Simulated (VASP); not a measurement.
Wanted: the native input for a VASP 6.6.1 run.

* Task: single point
* Functional: LDA
* Potentials or basis: VASP PAW LDA potentials, release 64 (Ce)
* Cutoff: 500 eV
* k mesh: 4 × 4 × 4
* Occupations: methfessel-paxton, width 0.2 eV
* Spin: collinear spin, ferromagnetic start
* Starting moments: [1.3] μB
* Dipole correction: no
* Further INCAR settings: ALGO = Normal; EDIFF = 1e-06; NBANDS = 16

The structure of Ce lies in POSCAR:

```
Ce
1.0
   -1.9432985500      1.9432985500      1.9432985500
    1.9432985500     -1.9432985500      1.9432985500
    1.9432985500      1.9432985500     -1.9432985500
Ce
1
Direct
    0.0000000000      0.0000000000      0.0000000000
```

One way to write it, as run:

INCAR

```
SYSTEM = Ce
PREC = Accurate
ENCUT = 500
EDIFF = 1E-6
ISMEAR = 1
SIGMA = 0.2
LREAL = .False.
LASPH = .True.
NELM = 200
ALGO = Normal
ISIF = 2
LWAVE = .False.
LCHARG = .False.
ISPIN = 2
MAGMOM = 1.3
LORBIT = 11
LMAXMIX = 6
GGA = CA
NBANDS = 16
GGA_COMPAT = .False.
```

KPOINTS

```
regular mesh
0
Gamma
  4 4 4
  0 0 0
```

Potentials or basis: VASP PAW LDA potentials, release 64 (Ce).

Launch:

```bash
$ cat potpaw_LDA.64/Ce/POTCAR > POTCAR
$ mpirun -np 1 vasp_std > vasp.out
```

Results of the run:

- Pressure: -7.8 GPa
- Band gap on the k mesh: zero (filled and empty bands overlap)
- Net moment: 0.00 μB per cell
- Valence electrons inside the program's atomic spheres: Ce 9.82

Caveat: the k points lie up to 0.57 Å⁻¹ apart; the magnetic or orbital state may not be the lowest; spin-orbit coupling is left out, which moves the levels of the heavy elements.

Wall time 32 s on 1 thread of Intel Xeon 8259CL, on a shared host, peak memory 0.16 GiB.
